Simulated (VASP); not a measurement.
## BaTiO3: electric field gradients with PBEsol

Crystal: BaTiO3.

```
Ba Ti O
1.0
     4.03980    0.00000    0.00000
     0.00000    4.03980    0.00000
     0.00000    0.00000    4.01800
Ba Ti O
1 1 3
Cartesian
  0.0000 0.0000 0.0000
  2.0199 2.0199 2.0090
  2.0199 2.0199 0.0000
  2.0199 0.0000 2.0090
  0.0000 2.0199 2.0090
```

This cell differs from its parent crystal: equal xx and yy strain of +1 %.

```json
{"Program": "VASP 6.6.1", "Task": "electric field gradients", "Functional": "PBEsol", "Potentials or basis": "VASP PAW PBE potentials, release 64 (Ba_sv, Ti_sv, O_h)", "Cutoff": "910 eV", "k mesh": "7 × 7 × 7", "Occupations": "fermi-dirac, width 0.03 eV", "Spin": "no spin polarisation", "Dipole correction": "no", "Further INCAR settings": "ALGO = Normal; EDIFF = 1e-08; NBANDS = 28"}
```

```yaml
Pressure: -6.3 GPa
Band_gap_on_the_k_mesh: 1.71 eV (least direct gap 1.81 eV)
Largest_electric_field_gradient_by_atom: Ba -0.8; Ti -4.6; O +23.1, +25.6 (each value once) V/Å²
```

Stress tensor (GPa, compression positive):
```
-6.59  0.00  0.00
 0.00 -6.59  0.00
 0.00  0.00 -5.57
```

Levels at points of the mesh, in eV from the valence-band top:
| k point | band 18 | band 19 | band 20 | band 21 | band 22 | band 23 |
| --- | --- | --- | --- | --- | --- | --- |
| (0.00, 0.00, 0.00) | -0.10 | -0.10 | -0.10 | 1.71 | 1.72 | 1.72 |

Electric field gradients, principal values (V/Å²):
```tsv
atom	least	middle	greatest (by size)
1 Ba	0.380	0.380	-0.759
2 Ti	2.305	2.305	-4.609
3 O	-11.567	-11.567	23.134
4 O	-11.926	-13.702	25.628
5 O	-11.926	-13.702	25.628
```

Run time: 120 s on 1 thread of AMD EPYC 9R45 96-Core Processor (Zen 5) (shared host), peak memory 0.32 GiB.

Caveat: the cell differs from its parent crystal (equal xx and yy strain of +1 %); the cutoff is under 1.25 times the usual one of these potentials, so pressure, stress and relaxed cells hold a basis-set (Pulay) error; the cell stands under tension; without QUAD_EFG the Cq values of the log hold for a quadrupole moment of 1 mb, not for the nuclei; the PAW data sets were made with another functional, which shifts forces and pressure a little; spin-orbit coupling is left out, which moves the levels of the heavy elements; an odd mesh through Γ misses points on the zone boundary, where band edges can lie.
